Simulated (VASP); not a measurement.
Runs of VASP 6.6.1 on ZnS. Symmetry: Pm-3m, No. 221, cubic system. The conventional cell has a = 3.179 Å, b = 3.179 Å, c = 3.179 Å, α = 90.00°, β = 90.00°, γ = 90.00°. Zn (site symmetry m-3m) has 8 S at 2.75 Å and 6 Zn at 3.18 Å within 3.6 Å. S (site symmetry m-3m) has 8 Zn at 2.75 Å and 6 S at 3.18 Å within 3.6 Å. 

| level | k mesh | cutoff (eV) | gap on the mesh (eV) | pressure (GPa) |
| --- | --- | --- | --- | --- |
| PBEsol | 8 × 8 × 8 | 500 | none | -3.4 |
| PBE | 6 × 6 × 6 | 520 | none | (a) |
| PBE | 4 × 4 × 4 | 500 | none | 2.1 |
| r2SCAN | 6 × 6 × 6 | 520 | none | -0.3 |

Alike in all rows: task single point; potentials or basis VASP PAW PBE potentials, release 64 (Zn, S); no spin polarisation; cell as given; smearing fermi-dirac 0.02 eV.

Q: Estimate the missing entries.

A: (a) 1.1.

Caveats: some runs use coarse meshes; the PAW data sets were made with another functional, which shifts forces and pressure a little (some runs).

A gap of «none» marks levels without a gap at the run's occupations.
